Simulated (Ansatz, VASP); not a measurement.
## Two plane-wave programs on MoW2C4

```
CELL_PARAMETERS angstrom
3.98393 0.00000 0.00000
0.00000 3.98393 0.00000
0.00000 0.00000 5.51928
ATOMIC_POSITIONS crystal
Mo 0.00000 0.00000 0.14422
W 0.50000 0.00000 0.49806
W 0.00000 0.50000 0.49806
C 0.80618 0.80618 0.79725
C 0.19382 0.19382 0.79725
C 0.19382 0.80618 0.79725
C 0.80618 0.19382 0.79725
```

Alike in both runs: functional PBE; k mesh 4 × 4 × 3; occupations gaussian, width 0.2 eV; no spin polarisation.

Ansatz relaxed the structure, and its values are those at the end. VASP's run is a single point on that final structure, the one shown.

|  | VASP | Ansatz |
| --- | --- | --- |
| version | VASP 6.6.1 | Ansatz 0.2.0 |
| potentials or method | VASP PAW PBE potentials, release 64 (Mo_sv, W_sv, C), cutoff 600 eV | scalar-relativistic, plane waves, PAW |
| valence electrons in the cell | 58 | 58 |

VASP gave:

| Quantity | Value |
| --- | --- |
| gap on the k mesh at the Fermi level (eV) | none |
| pressure (GPa) | 0.3 |
| rms of the force components (eV/Å) | 0.032 |

**Question.** What did Ansatz give for the same quantities?

**Answer.** gap on the k mesh at the Fermi level (eV): none; pressure (GPa): -0.2; rms of the force components (eV/Å): 0.006.

A gap of «none» marks a metal or a gap that the smearing closes.

The k mesh is coarse, so the values compare programs but aren't converged. Spin-orbit coupling is off throughout.
